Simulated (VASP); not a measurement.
# YSi6 (R-3m) in VASP: notebook

Runs on YSi6. Level: PBE. Tasks: relaxation of cell and atoms, single point.

Program: VASP 6.6.1. These are calculated values, not measurements. Logs are shortened: lines on timing, memory, paths and dates and some standing lists are left out, and cuts for length are marked.

## (1) The cell of the first run

The structure is trigonal, space group R-3m (No. 166). Conventional cell: a = 5.535 Å, b = 5.535 Å, c = 10.576 Å, α = 90.00°, β = 90.00°, γ = 120.00°. Y (site symmetry -3m) has 18 Si at 2.75 to 2.99 Å within 3.6 Å. Si (site symmetry m) has 5 Si at 2.28 to 2.29 Å and 3 Y at 2.75 to 2.99 Å within 3.0 Å.

The cell was built from a structure type or drawn by symmetry, and may not be a known phase.

## (2) Relaxation of cell and atoms, PBE

The input, INCAR:

```
PREC     = Accurate       # precision mode
ENCUT    = 600            # plane-wave cutoff, eV
EDIFF    = 1E-7           # SCF threshold, eV
ISMEAR   = 0              # smearing method
SIGMA    = 0.1            # smearing width, eV
LREAL    = False          # projectors in reciprocal space
LASPH    = True           # aspherical terms in the spheres
NELM     = 80             # most SCF steps
ALGO     = Normal         # electronic algorithm
ISIF     = 3              # what is computed and relaxed
LWAVE    = False          # write WAVECAR
LCHARG   = False          # write CHGCAR
GGA      = PE             # functional
IBRION   = 2              # ionic algorithm
NSW      = 90             # ionic steps
EDIFFG   = -0.04          # ionic threshold
```

The input, KPOINTS:

```
regular mesh
0
Gamma
  6 6 6
```

The input, POSCAR:

```
YSi6
1.0
    2.7676769600      1.5979190400      3.5252503400
   -2.7676769600      1.5979190400      3.5252503400
    0.0000000000     -3.1958380700      3.5252503400
Y Si
1 6
Direct
    0.5000000000      0.5000000000      0.5000000000
    0.1337081600      0.1337081600      0.5468948000
    0.5468948000      0.1337081600      0.1337081600
    0.1337081600      0.5468948000      0.1337081600
    0.4531052000      0.8662918400      0.8662918400
    0.8662918400      0.8662918400      0.4531052000
    0.8662918400      0.4531052000      0.8662918400
```

Potentials or basis: VASP PAW PBE potentials, release 64 (Y_sv, Si).

Started as:

```console
> cat potpaw_PBE.64/Y_sv/POTCAR potpaw_PBE.64/Si/POTCAR > POTCAR
> mpirun -np 1 vasp_std > vasp.out
```

OUTCAR:

```text
PREC = Accurate
   ENCUT = 600
   EDIFF = 1E-7
   ISMEAR = 0
   LREAL = False
   LASPH = True
   NELM = 80
   ISIF = 3
   GGA = PE
   IBRION = 2
   NSW = 90
   EDIFFG = -0.04

 ion  position               nearest neighbor table
   1  0.500  0.500  0.500-   3 2.75   4 2.75   5 2.75   7 2.75   6 2.75   2 2.75   3 2.99   4 2.99
                             5 2.99   7 2.99   4 2.99   3 2.99   5 2.99   7 2.99   2 2.99   6 2.99
   2  0.134  0.134  0.547-   6 2.28   5 2.29   7 2.29   4 2.29   3 2.29   1 2.75   1 2.99   1 2.99

   3  0.547  0.134  0.134-   5 2.28   6 2.29   7 2.29   2 2.29   4 2.29   1 2.75   1 2.99   1 2.99

   4  0.134  0.547  0.134-   7 2.28   6 2.29   5 2.29   2 2.29   3 2.29   1 2.75   1 2.99   1 2.99

   5  0.453  0.866  0.866-   3 2.28   2 2.29   4 2.29   6 2.29   7 2.29   1 2.75   1 2.99   1 2.99

   6  0.866  0.866  0.453-   2 2.28   3 2.29   4 2.29   5 2.29   7 2.29   1 2.75   1 2.99   1 2.99

   7  0.866  0.453  0.866-   4 2.28   2 2.29   3 2.29   6 2.29   5 2.29   1 2.75   1 2.99   1 2.99

  LATTYP: Found a trigonal (rhomboedric) cell.
 ALAT       =     4.7582319167
 COS(alpha) =     0.3233414389

  Lattice vectors:

 A1 = (   2.7676769600,   1.5979190400,   3.5252503400)
 A2 = (  -2.7676769600,   1.5979190400,   3.5252503400)
 A3 = (   0.0000000000,  -3.1958380700,   3.5252503400)

Analysis of symmetry for initial positions (statically):
=====================================================================
 Subroutine PRICEL returns:
 Original cell was already a primitive cell.

 Routine SETGRP: Setting up the symmetry group for a
 trigonal (rhombohedral) supercell.

 Subroutine GETGRP returns: Found 12 space group operations
 (whereof 12 operations were pure point group operations)
 out of a pool of 12 trial point group operations.

The static configuration has the point symmetry D_3d.

Analysis of symmetry for dynamics (positions and initial velocities):
=====================================================================
 Subroutine PRICEL returns:
 Original cell was already a primitive cell.

 Routine SETGRP: Setting up the symmetry group for a
 trigonal (rhombohedral) supercell.

 Subroutine GETGRP returns: Found 12 space group operations
 (whereof 12 operations were pure point group operations)
 out of a pool of 12 trial point group operations.

The dynamic configuration has the point symmetry D_3d.

 Subroutine INISYM returns: Found 12 space group operations
 (whereof 12 operations are pure point group operations),
 and found     1 'primitive' translations

----------------------------------------------------------------------------------------

                                     Primitive cell

  volume of cell :      93.5430

  direct lattice vectors                    reciprocal lattice vectors
     2.767676960  1.597919040  3.525250340     0.180656922  0.104302322  0.094555932
    -2.767676960  1.597919040  3.525250340    -0.180656922  0.104302322  0.094555932
     0.000000000 -3.195838070  3.525250340     0.000000000 -0.208604645  0.094555933

  length of vectors
     4.758231917  4.758231917  4.758231912     0.229034325  0.229034325  0.229034326

  position of ions in fractional coordinates (direct lattice)
     0.500000000  0.500000000  0.500000000
     0.133708160  0.133708160  0.546894800
     0.546894800  0.133708160  0.133708160
     0.133708160  0.546894800  0.133708160
     0.453105200  0.866291840  0.866291840
     0.866291840  0.866291840  0.453105200
     0.866291840  0.453105200  0.866291840

  ion indices of the primitive-cell ions
   primitive index   ion index
                 1           1
                 2           2
                 3           3
                 4           4
                 5           5
                 6           6
                 7           7

----------------------------------------------------------------------------------------

 KPOINTS: regular mesh

Automatic generation of k-mesh.
 Grid dimensions read from file:
 generate k-points for:    6    6    6

 Generating k-lattice:

  Cartesian coordinates                     Fractional coordinates (reciprocal lattice)
     0.030109487  0.017383720  0.015759322     0.166666667 -0.000000000  0.000000000
    -0.030109487  0.017383720  0.015759322    -0.000000000  0.166666667  0.000000000
     0.000000000 -0.034767441  0.015759322     0.000000000  0.000000000  0.166666667

  Length of vectors
     0.038172388  0.038172388  0.038172388

  Shift w.r.t. Gamma in fractional coordinates (k-lattice)
     0.000000000  0.000000000  0.000000000

 Subroutine IBZKPT returns following result:
 ===========================================

 Found     32 irreducible k-points:

 Following reciprocal coordinates:
            Coordinates               Weight
  0.000000  0.000000  0.000000      1.000000
  0.166667  0.000000 -0.000000      6.000000
  0.333333  0.000000 -0.000000      6.000000
  0.500000  0.000000 -0.000000      3.000000
  0.166667  0.166667 -0.000000      6.000000
  0.333333  0.166667 -0.000000     12.000000
[... 16 lines left out ...]
  0.500000  0.500000  0.166667      6.000000
 -0.333333  0.500000  0.166667     12.000000
 [... further k-points ...]
   k-points           NKPTS =     32   k-points in BZ     NKDIM =     32   number of bands    NBANDS=     21
   number of dos      NEDOS =    301   number of ions     NIONS =      7
   total plane-waves  NPLWV =  64000
   dimension x,y,z NGX =    40 NGY =   40 NGZ =   40
   dimension x,y,z NGXF=    80 NGYF=   80 NGZF=   80
   ions per type =               1   6
   NGX,Y,Z   is equivalent  to a cutoff of  13.98, 13.98, 13.98 a.u.
   NGXF,Y,Z  is equivalent  to a cutoff of  27.95, 27.95, 27.95 a.u.
 SYSTEM =  unknown system
   PREC   = accura    normal or accurate (medium, high low for compatibility)
   ISTART =      0    job   : 0-new  1-cont  2-samecut
   ICHARG =      2    charge: 1-file 2-atom 10-const
   ISPIN  =      1    spin polarized calculation?
   LNONCOLLINEAR =      F non collinear calculations
   LSORBIT =      F    spin-orbit coupling
   LASPH  =      T    aspherical Exc in radial PAW
   ENCUT  =  600.0 eV  44.10 Ry    6.64 a.u.   9.50  9.50  9.50*2*pi/ulx,y,z
   NELM   =     80;   NELMIN=  2; NELMDL= -5     # of ELM steps
   EDIFF  = 0.1E-06   stopping-criterion for ELM
   LREAL  =      F    real-space projection
   EDIFFG = -.4E-01   stopping-criterion for IOM
   NSW    =     90    number of steps for IOM
   IBRION =      2    ionic relax: 0-MD 1-quasi-New 2-CG
   NFREE  =      1    steps in history (QN), initial steepest desc. (CG)
   ISIF   =      3    stress and relaxation
   ISYM   =      2    0-nonsym 1-usesym 2-fastsym
   POTIM  = 0.5000    time-step for ionic-motion
   TEBEG  =    0.0;   TEEND  =   0.0 temperature during run
   PSTRESS=    0.0 pullay stress
   NELECT =      35.0000    total number of electrons
   NUPDOWN=      -1.0000    fix difference up-down
   EMIN   =  10.00;   EMAX   =-10.00  energy-range for DOS
   EFERMI =   0.00;   METHOD = LEGACY
   ISMEAR =     0;   SIGMA  =   0.10  broadening in eV -4-tet -1-fermi 0-gaus
   EFERMI_NEDOS =   21; number of points for ismear=-14 and -15
   IALGO  =     38    algorithm
   IMIX   =      4    mixing-type and parameters
     AMIX     =   0.40;   BMIX     =  1.00
     AMIX_MAG =   1.60;   BMIX_MAG =  1.00
  volume/ion in A,a.u.               =      13.36        90.18
  Fermi-wavevector in a.u.,A,eV,Ry     =   1.179670  2.229252 18.934144  1.391620
  Thomas-Fermi vector in A             =   2.315976
   LORBIT       =      0    0 simple, 1 ext, 2 COOP (PROOUT), +10 PAW based schemes
   GGA     = PE    functional components
   LHFCALC =     F    Hartree Fock is set to
   AEXX    =    0.0000 exact exchange contribution
   IVDW    =     0    specifies the selected vdW correction
   LEPSILON=     F    determine dielectric tensor
   LRPA    =     F    only Hartree local field effects (RPA)
 conjugate gradient relaxation of ions
 non-spin polarized calculation
 Gauss-broadening in eV      SIGMA  =   0.10
  energy-cutoff  :      600.00
  volume of cell :       93.54
 maximum number of plane-waves:      3146
 NGX is ok and might be reduce to    40
   NGX = 19   NGY = 19   NGZ = 19

--------------------------------------- Ionic step        1  -------------------------------------------

 number of electron      35.0000001 magnetization

 Free energy of the ion-electron system (eV)
  ---------------------------------------------------
  ext. energy  EPLUGINS =         0.00000000
  ---------------------------------------------------
  free energy    TOTEN  =       -35.52298614 eV

  energy without entropy =      -35.50430152  energy(sigma->0) =      -35.51364383

 E-fermi :  11.0520     XC(G=0): -11.7082

 val. band max:       11.0295739539   @ k =   0.3333   0.3333  -0.0000
 cond. band min:      11.0659078214   @ k =  -0.3333   0.1667   0.1667
 fundamental gap:      0.0363338676
 Fermi energy:        11.0520346502

 k-point     1 :       0.0000    0.0000    0.0000
  band No.  band energies     occupation
      1     -30.9340      2.00000
      2     -11.3548      2.00000
      3     -11.1910      2.00000
      4     -11.1910      2.00000
      5      -4.0094      2.00000
      6       1.9381      2.00000
[... 1268 lines left out ...]
  FREE ENERGIE OF THE ION-ELECTRON SYSTEM (eV)
  ---------------------------------------------------
  free  energy   TOTEN  =       -38.5838631005 eV

  energy  without entropy=      -38.5664297097  energy(sigma->0) =      -38.57514641

[... ionic steps 4 to 11 ...]

--------------------------------------- Ionic step       12  -------------------------------------------

 number of electron      35.0000002 magnetization

------------------------ aborting loop because EDIFF is reached ----------------------------------------

  FORCE on cell =-STRESS in cart. coord.  units (eV):
  Direction    XX          YY          ZZ          XY          YZ          ZX
  --------------------------------------------------------------------------------------
  -------------------------------------------------------------------------------------
  Total        0.0485837      0.0485837     -0.4666692      0.0000000     -0.0000000      0.0000000
  in kB        0.6509207      0.6509207     -6.2523933      0.0000000     -0.0000000      0.0000000
  external PRESSURE =      -1.6501840 kB  Pullay stress =       0.0000000 kB
[... 67 lines left out ...]
  energy  without entropy=      -38.8510769718  energy(sigma->0) =      -38.85608349

--------------------------------------- Ionic step       14  -------------------------------------------

 number of electron      35.0000003 magnetization

 Free energy of the ion-electron system (eV)
  ---------------------------------------------------
  ext. energy  EPLUGINS =         0.00000000
  ---------------------------------------------------
  free energy    TOTEN  =       -38.86228057 eV

  energy without entropy =      -38.85228000  energy(sigma->0) =      -38.85728028

 E-fermi :   8.1614     XC(G=0): -10.7168

 val. band max:        8.1508769008   @ k =   0.1667   0.1667  -0.0000
 cond. band min:       8.2402580103   @ k =   0.1667   0.0000  -0.0000
 fundamental gap:      0.0893811095
 Fermi energy:         8.1614213761

 k-point     1 :       0.0000    0.0000    0.0000
  band No.  band energies     occupation
      1     -34.5865      2.00000
      2     -14.6638      2.00000
      3     -14.6251      2.00000
      4     -14.6251      2.00000
      5      -4.8680      2.00000
      6       0.2556      2.00000
[... 601 lines left out ...]
  FREE ENERGIE OF THE ION-ELECTRON SYSTEM (eV)
  ---------------------------------------------------
  free  energy   TOTEN  =       -38.8622805693 eV

  energy  without entropy=      -38.8522799981  energy(sigma->0) =      -38.85728028

 reached required accuracy - stopping structural energy minimisation
```

Wall time 11 min (1 thread of Intel Xeon Platinum 8259CL at 2.50GHz (Skylake/Cascade Lake), shared host); peak memory 0.3 GiB.

What came out:

```yaml
Free_energy: -38.8623 eV
Relaxed_volume: 17.05 Å³/atom
Relaxed_cell: a = 5.358 Å, b = 5.358 Å, c = 5.358 Å, α = 64.44°, β = 64.44°, γ = 64.44°
Space_group_after_relaxing_to_0.1_Å: R-3m (No. 166)
Energy_gained_by_relaxing: 477.0 meV/atom
Ionic_steps: 14
Pressure_after_relaxing: 0.1 GPa
Largest_force_after_relaxing: 0.006 eV/Å
Band_gap_on_the_k_mesh: zero (an odd number of electrons rules out a gap without spin polarisation)
```

Forces on the atoms (eV/Å):
```
Y    0.000  0.000  0.000
Si   0.000  0.005 -0.003
Si  -0.004 -0.003 -0.003
Si   0.004 -0.003 -0.003
Si   0.004  0.003  0.003
Si   0.000 -0.005  0.003
Si  -0.004  0.003  0.003
```

Stress tensor (GPa, compression positive):
```
0.12 0.00 0.00
0.00 0.12 0.00
0.00 0.00 0.01
```

The path:
```
step  energy change (eV)  largest force (eV/Å)  pressure (GPa)  volume (Å³)
   1              0.0000                1.7418           42.90        93.54
   2             -1.6631                0.4600          -11.64       150.76
   3             -3.0609                0.1885           -0.54       121.22
   4             -3.0620                0.1718           -0.10       120.62
   5             -3.1378                0.0722           -0.30       120.85
   6             -3.1756                0.3212           -0.11       121.03
   7             -3.1781                0.4085            0.05       121.07
   8             -3.2408                0.4153           -0.32       121.32
   9             -3.2229                0.3656           -1.06       121.76
  10             -3.2802                0.3732           -0.73       121.58
  11             -3.3302                0.1348           -0.44       120.34
  12             -3.3381                0.0201           -0.17       119.58
  13             -3.3381                0.0151           -0.18       119.63
  14             -3.3393                0.0061            0.08       119.34
```

Final structure:
```
Y Si
1.0
     2.85643    1.64916    4.22214
    -2.85643    1.64916    4.22214
     0.00000   -3.29832    4.22214
Y Si
1 6
Cartesian
  0.0000 0.0000 6.3332
  0.0000 -1.4478 3.3454
  1.2538 0.7239 3.3454
  -1.2538 0.7239 3.3454
  -1.2538 -0.7239 9.3210
  0.0000 1.4478 9.3210
  1.2538 -0.7239 9.3210
```

Caveat: the volume moved by over 15 % at a fixed basis, so the end points are rough.

[end of part 1 of 2]
